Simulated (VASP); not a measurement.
# GeSb4Te4 (P-3m1) in VASP: notebook

The runs below take GeSb4Te4 through single point, with PBE.

All numbers are computed with VASP 6.6.1; they aren't measurements. Logs are shortened: lines on timing, memory, paths and dates and some standing lists are left out, and cuts for length are marked.

## 1. The cell of the first run

Symmetry: P-3m1, No. 164, trigonal system. Conventional cell: a = 4.308 Å, b = 4.308 Å, c = 18.002 Å, α = 90.00°, β = 90.00°, γ = 120.00°. Within 4.0 Å of Ge (site symmetry -3m) lie 6 Te at 3.02 Å. Sb (site symmetry 3m) has 3 Sb at 2.95 Å and 3 Te at 3.67 Å within 3.9 Å. Sb (site symmetry 3m) has 6 Te at 3.04 to 3.22 Å within 4.0 Å. Te (site symmetry 3m) has 3 Ge at 3.02 Å and 3 Sb at 3.22 Å within 4.0 Å. Within 4.0 Å of Te (site symmetry 3m) lie 6 Sb at 3.04 to 3.67 Å.

## 2. Single point, PBE (uniaxial strain along c: +2.0 %)

INCAR

```
SYSTEM = GeSb4Te4
  ALGO = Normal
  EDIFF = 1E-7
  ENCUT = 520
  GGA = PE
  ISIF = 2
  ISMEAR = 0
  LASPH = .True.
  LCHARG = .True.
  LELF = .True.
  LREAL = .False.
  LVHAR = .True.
  LWAVE = .False.
  NBANDS = 39
  NELM = 80
  PREC = Accurate
  SIGMA = 0.01
```

KPOINTS

```
k-points
0
Gamma
  12 12 2
  0 0 0
```

POSCAR

```
GeSb4Te4
1.0
    4.3083347447      0.0000000000      0.0000000000
   -2.1541673724      3.7311273369      0.0000000000
    0.0000000000      0.0000000000     18.0015813368
Ge Sb Te
1 4 4
Direct
    0.0000000000      0.0000000000      0.0000000000
    0.3333333333      0.6666666667      0.5440991990
    0.6666666667      0.3333333333      0.4559008010
    0.6666666667      0.3333333333      0.7907683500
    0.3333333333      0.6666666667      0.2092316500
    0.3333333333      0.6666666667      0.9045184782
    0.6666666667      0.3333333333      0.0954815218
    0.0000000000      0.0000000000      0.6939667125
    0.0000000000      0.0000000000      0.3060332875
```

Potentials or basis: VASP PAW PBE potentials, release 64 (Ge_d, Sb, Te).

Command:

```sh
$ cat potpaw_PBE.64/Ge_d/POTCAR potpaw_PBE.64/Sb/POTCAR potpaw_PBE.64/Te/POTCAR > POTCAR
$ mpirun -np 1 vasp_std > vasp.out
```

OUTCAR:

```text
SYSTEM = GeSb4Te4
   EDIFF = 1E-7
   ENCUT = 520
   GGA = PE
   ISIF = 2
   ISMEAR = 0
   LASPH = .True.
   LREAL = .False.
   NELM = 80
   PREC = Accurate

 ion  position               nearest neighbor table
   1  0.000  0.000  0.000-   6 3.02   7 3.02   7 3.02   6 3.02   7 3.02   6 3.02
   2  0.333  0.667  0.544-   3 2.95   3 2.95   3 2.95   8 3.67   8 3.67   8 3.67
   3  0.667  0.333  0.456-   2 2.95   2 2.95   2 2.95   9 3.67   9 3.67   9 3.67
   4  0.667  0.333  0.791-   8 3.04   8 3.04   8 3.04   6 3.22   6 3.22   6 3.22
   5  0.333  0.667  0.209-   9 3.04   9 3.04   9 3.04   7 3.22   7 3.22   7 3.22
   6  0.333  0.667  0.905-   1 3.02   1 3.02   1 3.02   4 3.22   4 3.22   4 3.22
   7  0.667  0.333  0.095-   1 3.02   1 3.02   1 3.02   5 3.22   5 3.22   5 3.22
   8  0.000  0.000  0.694-   4 3.04   4 3.04   4 3.04   2 3.67   2 3.67   2 3.67
   9  0.000  0.000  0.306-   5 3.04   5 3.04   5 3.04   3 3.67   3 3.67   3 3.67

  LATTYP: Found a hexagonal cell.
 ALAT       =     4.3083347447
 C/A-ratio  =     4.1783153825

  Lattice vectors:

 A1 = (   4.3083347447,   0.0000000000,   0.0000000000)
 A2 = (  -2.1541673724,   3.7311273369,   0.0000000000)
 A3 = (   0.0000000000,   0.0000000000,  18.0015813368)

Analysis of symmetry for initial positions (statically):
=====================================================================
 Subroutine PRICEL returns:
 Original cell was already a primitive cell.

 Routine SETGRP: Setting up the symmetry group for a
 hexagonal supercell.

 Subroutine GETGRP returns: Found 12 space group operations
 (whereof 12 operations were pure point group operations)
 out of a pool of 24 trial point group operations.

The static configuration has the point symmetry D_3d.

Analysis of symmetry for dynamics (positions and initial velocities):
=====================================================================
 Subroutine PRICEL returns:
 Original cell was already a primitive cell.

 Routine SETGRP: Setting up the symmetry group for a
 hexagonal supercell.

 Subroutine GETGRP returns: Found 12 space group operations
 (whereof 12 operations were pure point group operations)
 out of a pool of 24 trial point group operations.

The dynamic configuration has the point symmetry D_3d.

 Subroutine INISYM returns: Found 12 space group operations
 (whereof 12 operations are pure point group operations),
 and found     1 'primitive' translations

----------------------------------------------------------------------------------------

                                     Primitive cell

  volume of cell :     289.3744

  direct lattice vectors                    reciprocal lattice vectors
     4.308334745  0.000000000  0.000000000     0.232108241  0.134007756  0.000000000
    -2.154167372  3.731127337  0.000000000     0.000000000  0.268015511  0.000000000
     0.000000000  0.000000000 18.001581337     0.000000000  0.000000000  0.055550675

  length of vectors
     4.308334745  4.308334745 18.001581337     0.268015511  0.268015511  0.055550675

  position of ions in fractional coordinates (direct lattice)
     0.000000000  0.000000000  0.000000000
     0.333333333  0.666666667  0.544099199
     0.666666667  0.333333333  0.455900801
     0.666666667  0.333333333  0.790768350
     0.333333333  0.666666667  0.209231650
     0.333333333  0.666666667  0.904518478
     0.666666667  0.333333333  0.095481522
     0.000000000  0.000000000  0.693966712
     0.000000000  0.000000000  0.306033288

  ion indices of the primitive-cell ions
   primitive index   ion index
                 1           1
                 2           2
                 3           3
                 4           4
                 5           5
                 6           6
                 7           7
                 8           8
                 9           9

----------------------------------------------------------------------------------------

 KPOINTS: k-points

Automatic generation of k-mesh.
 Grid dimensions read from file:
 generate k-points for:   12   12    2

[... 53 lines left out ...]
      1     -18.9203      2.00000
      2     -18.9203      2.00000
      3     -18.9168      2.00000
      4     -18.9149      2.00000
      5     -18.9149      2.00000
      6      -6.9240      2.00000
[... 31 lines left out ...]
     38       7.8223      0.00000
     39       8.3575      0.00000

 k-point     2 :       0.0833   -0.0000    0.0000
  band No.  band energies     occupation
      1     -18.9205      2.00000
      2     -18.9203      2.00000
      3     -18.9167      2.00000
      4     -18.9150      2.00000
      5     -18.9149      2.00000
      6      -6.8638      2.00000
[... 31 lines left out ...]
     38       8.1065      0.00000
     39       8.4535      0.00000

 k-point     3 :       0.1667   -0.0000    0.0000
  band No.  band energies     occupation
      1     -18.9208      2.00000
      2     -18.9202      2.00000
      3     -18.9165      2.00000
      4     -18.9150      2.00000
      5     -18.9146      2.00000
      6      -6.6854      2.00000
[... 31 lines left out ...]
     38       8.7177      0.00000
     39       8.7660      0.00000

 k-point     4 :       0.2500   -0.0000    0.0000
  band No.  band energies     occupation
      1     -18.9214      2.00000
      2     -18.9200      2.00000
      3     -18.9163      2.00000
      4     -18.9150      2.00000
      5     -18.9143      2.00000
      6      -6.3975      2.00000
[... 31 lines left out ...]
     38       9.0236      0.00000
     39       9.1229      0.00000
[... 754 lines left out ...]
     38       8.5131      0.00000
     39       8.8145      0.00000

 k-point    23 :       0.2500   -0.0000    0.5000
  band No.  band energies     occupation
      1     -18.9214      2.00000
      2     -18.9200      2.00000
      3     -18.9163      2.00000
      4     -18.9150      2.00000
      5     -18.9143      2.00000
      6      -6.3872      2.00000
[... 31 lines left out ...]
     38       9.0664      0.00000
     39       9.0747      0.00000

 k-point    24 :       0.3333   -0.0000    0.5000
  band No.  band energies     occupation
      1     -18.9219      2.00000
      2     -18.9199      2.00000
      3     -18.9162      2.00000
      4     -18.9149      2.00000
      5     -18.9139      2.00000
      6      -6.0115      2.00000
[... 31 lines left out ...]
     38       9.1881      0.00000
     39       9.2913      0.00000

 [... further k-points ...]

------------------------ aborting loop because EDIFF is reached ----------------------------------------

  FORCE on cell =-STRESS in cart. coord.  units (eV):
  Direction    XX          YY          ZZ          XY          YZ          ZX
  --------------------------------------------------------------------------------------
  -------------------------------------------------------------------------------------
  Total       -0.2737106     -0.2737106     -1.8335536      0.0000000      0.0000000      0.0000000
  in kB       -1.5154513     -1.5154513    -10.1518225      0.0000000      0.0000000      0.0000000
  external PRESSURE =      -4.3942417 kB  Pullay stress =       0.0000000 kB

 VOLUME and BASIS-vectors are now :
 -----------------------------------------------------------------------------
  energy-cutoff  :      520.00
  volume of cell :      289.37
      direct lattice vectors                 reciprocal lattice vectors
     4.308334745  0.000000000  0.000000000     0.232108241  0.134007756  0.000000000
    -2.154167372  3.731127337  0.000000000     0.000000000  0.268015511  0.000000000
     0.000000000  0.000000000 18.001581337     0.000000000  0.000000000  0.055550675

 POSITION                                       TOTAL-FORCE (eV/Angst)
 -----------------------------------------------------------------------------------
      0.00000      0.00000      0.00000        -0.000000      0.000000     -0.000000
     -0.00000      2.48742      9.79465         0.000000      0.000000     -0.090165
      2.15417      1.24371      8.20694        -0.000000     -0.000000      0.090165
      2.15417      1.24371     14.23508         0.000000      0.000000     -0.020686
     -0.00000      2.48742      3.76650        -0.000000     -0.000000      0.020686
     -0.00000      2.48742     16.28276        -0.000000      0.000000     -0.010882
      2.15417      1.24371      1.71882         0.000000      0.000000      0.010882
      0.00000      0.00000     12.49250        -0.000000      0.000000      0.127596
      0.00000      0.00000      5.50908         0.000000     -0.000000     -0.127596
 -----------------------------------------------------------------------------------
    total drift:                               -0.000000     -0.000000     -0.000000

  FREE ENERGIE OF THE ION-ELECTRON SYSTEM (eV)
  ---------------------------------------------------
  free  energy   TOTEN  =       -34.3780564780 eV

  energy  without entropy=      -34.3780260678  energy(sigma->0) =      -34.37804127
```

Run time: 3.9 min. Hardware: 1 thread of Intel Xeon 6975P-C (Granite Rapids), shared host; peak memory 0.63 GiB.

What came out:

```yaml
Free_energy: -34.3781 eV
Pressure: -0.4 GPa
Largest_force: 0.128 eV/Å
Band_gap_on_the_k_mesh: 0.02 eV, indirect (least direct gap 0.13 eV)
```

Forces on the atoms (eV/Å):
```
Ge   0.000  0.000  0.000
Sb   0.000  0.000 -0.090
Sb   0.000  0.000  0.090
Sb   0.000  0.000 -0.021
Sb   0.000  0.000  0.021
Te   0.000  0.000 -0.011
Te   0.000  0.000  0.011
Te   0.000  0.000  0.128
Te   0.000  0.000 -0.128
```

Caveat: the cell differs from its parent crystal (uniaxial strain along c: +2.0 %); spin-orbit coupling is left out, which moves the levels of the heavy elements.

## 3. Single point, PBE (uniaxial strain along c: +2.0 %, then relaxed in part)

INCAR

```
  PREC = Accurate
  ENCUT = 520
  EDIFF = 1E-6
  ISMEAR = 0
  SIGMA = 0.01
  LREAL = False
  LASPH = True
  NELM = 100
  ALGO = Normal
  ISIF = 2
  LWAVE = False
  LCHARG = True
  GGA = PE
  LELF = True
  LVHAR = True
  NBANDS = 39
```

KPOINTS

```
Automatic mesh
0
Gamma
  12 12 2
```

POSCAR

```
GeSb4Te4
1.0
    4.3138403201      0.0000000000      0.0000000000
   -2.1569201601      3.7358953050      0.0000000000
    0.0000000000      0.0000000000     18.0015813368
Ge Sb Te
1 4 4
Direct
    0.0000000000      0.0000000000      0.0000000000
    0.3333333335      0.6666666665      0.5434416454
    0.6666666665      0.3333333335      0.4565583546
    0.6666666638      0.3333333362      0.7932954160
    0.3333333362      0.6666666638      0.2067045840
    0.3333333326      0.6666666674      0.9056672620
    0.6666666674      0.3333333326      0.0943327380
   -0.0000000016      0.0000000016      0.6979592771
    0.0000000016     -0.0000000016      0.3020407229
```

Potentials or basis: VASP PAW PBE potentials, release 64 (Ge_d, Sb, Te).

Command:

```sh
$ cat potpaw_PBE.64/Ge_d/POTCAR potpaw_PBE.64/Sb/POTCAR potpaw_PBE.64/Te/POTCAR > POTCAR
$ mpirun -np 1 vasp_std > vasp.out
```

Run time: 3.7 min. Hardware: 1 thread of Intel Xeon 6975P-C (Granite Rapids), shared host; peak memory 0.63 GiB.

Results (log left out):

```yaml
Free_energy: -34.3855 eV
Pressure: -0.1 GPa
Largest_force: 0.059 eV/Å
Band_gap_on_the_k_mesh: 0.07 eV, indirect (least direct gap 0.12 eV)
```

Forces on the atoms (eV/Å):
```
Ge   0.000  0.000  0.000
Sb   0.000  0.000  0.059
Sb   0.000  0.000 -0.059
Sb   0.000  0.000  0.020
Sb   0.000  0.000 -0.020
Te   0.000  0.000 -0.010
Te   0.000  0.000  0.010
Te   0.000  0.000 -0.017
Te   0.000  0.000  0.017
```

Stress tensor (GPa, compression positive):
```
 0.00  0.00  0.00
 0.00  0.00  0.00
 0.00  0.00 -0.35
```

Levels at points of the mesh, in eV from the valence-band top:
```tsv
k point	band 25	band 26	band 27	band 28	band 29	band 30	band 31	band 32	band 33	band 34
(0.00, 0.00, 0.00)	-1.31	-1.26	-1.17	-1.17	0.00	0.16	0.16	0.38	0.77	0.77
(0.50, 0.00, 0.00)	-2.32	-1.89	-1.69	-1.34	-1.22	0.29	0.70	0.76	0.88	1.44
(0.00, 0.00, 0.50)	-1.54	-1.19	-1.19	-1.06	-0.09	0.22	0.22	0.58	0.66	0.66
(0.50, 0.00, 0.50)	-2.44	-2.35	-1.87	-1.59	-0.73	0.07	0.57	1.07	1.33	1.45
```

Caveat: the cell differs from its parent crystal (uniaxial strain along c: +2.0 %, then relaxed in part); spin-orbit coupling is left out, which moves the levels of the heavy elements. A k mesh can miss the band edges.

## 4. Single point, PBE

This run uses another cell than the first one, of 31.84 Å³/atom, 0.990 times its volume.

INCAR

```
SYSTEM = GeSb4Te4
PREC     = Accurate       ! precision mode
ENCUT    = 520            ! plane-wave cutoff, eV
EDIFF    = 1E-6           ! SCF threshold, eV
ISMEAR   = 0              ! smearing method
SIGMA    = 0.03           ! smearing width, eV
LREAL    = .FALSE.        ! projectors in reciprocal space
LASPH    = .TRUE.         ! aspherical terms in the spheres
NELM     = 60             ! most SCF steps
ALGO     = Normal         ! electronic algorithm
ISIF     = 2              ! what is computed and relaxed
LWAVE    = .FALSE.        ! write WAVECAR
LCHARG   = .FALSE.        ! write CHGCAR
GGA      = PE             ! functional
NBANDS   = 39             ! bands
```

KPOINTS

```
Automatic mesh
0
G
  9 9 2
  0 0 0
```

POSCAR

```
GeSb4Te4
1.0
   -4.3299846501      0.0000000000      0.0000000000
   -2.1649923251     -3.7498767050      0.0000000000
    0.0000000000      0.0000000000     17.6486093019
Ge Sb Te
1 4 4
Direct
    0.0000000000      0.0000000000      0.0000000000
    0.3333333333      0.3333333333      0.5440991990
    0.6666666667      0.6666666667      0.4559008010
    0.6666666667      0.6666666667      0.7907683509
    0.3333333333      0.3333333333      0.2092316491
    0.3333333333      0.3333333333      0.9045184789
    0.6666666667      0.6666666667      0.0954815211
    1.0000000000      1.0000000000      0.6939667137
    0.0000000000      0.0000000000      0.3060332863
```

Command:

```sh
$ cat potpaw_PBE.64/Ge_d/POTCAR potpaw_PBE.64/Sb/POTCAR potpaw_PBE.64/Te/POTCAR > POTCAR
$ mpirun -np 1 vasp_std > vasp.out
```

Wall time 7.7 min (1 thread of Oxide Virtual Turin-like, shared host); peak memory 0.5 GiB.

It converged, with:

```
Free energy            : -34.3999 eV
Pressure               : 0.0 GPa
Largest force          : 0.046 eV/Å
Band gap on the k mesh : 0.13 eV, indirect (least direct gap 0.14 eV)
```

Forces in eV/Å, atoms in the order of the input:
```
Ge   0.000  0.000  0.000
Sb   0.000  0.000  0.046
Sb   0.000  0.000 -0.046
Sb   0.000  0.000  0.023
Sb   0.000  0.000 -0.023
Te   0.000  0.000 -0.017
Te   0.000  0.000  0.017
Te   0.000  0.000 -0.020
Te   0.000  0.000  0.020
```

Levels at points of the mesh, in eV from the valence-band top:
| k point | band 26 | band 27 | band 28 | band 29 | band 30 | band 31 | band 32 | band 33 |
| --- | --- | --- | --- | --- | --- | --- | --- | --- |
| (0.00, 0.00, 0.00) | -1.21 | -1.16 | -1.16 | 0.00 | 0.14 | 0.14 | 0.42 | 0.80 |
| (0.00, 0.00, 0.50) | -1.18 | -1.18 | -1.05 | -0.08 | 0.24 | 0.24 | 0.59 | 0.63 |

Caveat: spin-orbit coupling is left out, which moves the levels of the heavy elements. A k mesh can miss the band edges.

## 5. Single point, PBE

This run uses another cell than the first one, of 31.84 Å³/atom, 0.990 times its volume.

INCAR

```
ALGO = Normal
EDIFF = 1E-6
ENCUT = 520
GGA = PE
ISIF = 2
ISMEAR = 0
LASPH = True
LCHARG = False
LREAL = False
LWAVE = False
NBANDS = 39
NELM = 100
PREC = Accurate
SIGMA = 0.01
```

KPOINTS

```
k-points
0
Gamma
  12 12 2
```

POSCAR

```
GeSb4Te4
1.0
    4.3299846501      0.0000000000      0.0000000000
   -2.1649923250      3.7498767050      0.0000000000
    0.0000000000      0.0000000000     17.6486093019
Ge Sb Te
1 4 4
Direct
    0.0000000000      0.0000000000      0.0000000000
    0.3333333333      0.6666666667      0.5440991990
    0.6666666667      0.3333333333      0.4559008010
    0.6666666667      0.3333333333      0.7907683509
    0.3333333333      0.6666666667      0.2092316491
    0.3333333333      0.6666666667      0.9045184789
    0.6666666667      0.3333333333      0.0954815211
    0.0000000000      0.0000000000      0.6939667137
    0.0000000000      0.0000000000      0.3060332863
```

Command:

```sh
$ cat potpaw_PBE.64/Ge_d/POTCAR potpaw_PBE.64/Sb/POTCAR potpaw_PBE.64/Te/POTCAR > POTCAR
$ mpirun -np 1 vasp_std > vasp.out
```

It took 7.3 min on 1 thread of Oxide Virtual Turin-like, shared host; peak memory 0.59 GiB.

It converged, with:

```yaml
Free_energy: -34.3947 eV
Pressure: 0.0 GPa
Largest_force: 0.054 eV/Å
Band_gap_on_the_k_mesh: 0.07 eV, indirect (least direct gap 0.08 eV)
```

Forces in eV/Å, atoms in the order of the input:
```
Ge   0.000  0.000  0.000
Sb   0.000  0.000  0.054
Sb   0.000  0.000 -0.054
Sb   0.000  0.000  0.018
Sb   0.000  0.000 -0.018
Te   0.000  0.000 -0.009
Te   0.000  0.000  0.009
Te   0.000  0.000 -0.018
Te   0.000  0.000  0.018
```

Levels at points of the mesh, in eV from the valence-band top:
```tsv
k point	band 25	band 26	band 27	band 28	band 29	band 30	band 31	band 32	band 33	band 34
(0.00, 0.00, 0.00)	-1.28	-1.21	-1.15	-1.15	0.00	0.15	0.15	0.43	0.80	0.80
(0.50, 0.00, 0.00)	-2.23	-1.82	-1.67	-1.22	-1.09	0.37	0.82	0.83	0.98	1.42
(0.00, 0.00, 0.50)	-1.54	-1.17	-1.17	-1.05	-0.08	0.24	0.24	0.59	0.64	0.64
(0.50, 0.00, 0.50)	-2.40	-2.28	-1.82	-1.52	-0.57	0.11	0.56	1.25	1.48	1.56
```

Caveat: spin-orbit coupling is left out, which moves the levels of the heavy elements. A k mesh can miss the band edges.

## 6. The runs side by side

| cell | k mesh | smearing | gap on the mesh (eV) | pressure (GPa) | largest force (eV/Å) |
| --- | --- | --- | --- | --- | --- |
| a = 4.308, b = 4.308, c = 18.002 Å, angles 90.0, 90.0, 120.0°, 9 atoms | 12 × 12 × 2 | gaussian 0.01 eV | 0.02 | -0.4 | 0.13 |
| a = 4.314, b = 4.314, c = 18.002 Å, angles 90.0, 90.0, 120.0°, 9 atoms | 12 × 12 × 2 | gaussian 0.01 eV | 0.07 | -0.1 | 0.06 |
| a = 4.330, b = 4.330, c = 17.649 Å, angles 90.0, 90.0, 60.0°, 9 atoms | 9 × 9 × 2 | gaussian 0.03 eV | 0.13 | 0.0 | 0.05 |
| a = 4.330, b = 4.330, c = 17.649 Å, angles 90.0, 90.0, 120.0°, 9 atoms | 12 × 12 × 2 | gaussian 0.01 eV | 0.07 | 0.0 | 0.05 |

Alike in all rows: task single point; level PBE; potentials or basis VASP PAW PBE potentials, release 64 (Ge_d, Sb, Te); no spin polarisation; cutoff (eV) 520.

Caveats: spin-orbit coupling is left out, which moves the levels of the heavy elements.

Absolute energies hang on the potentials; compare differences alone.
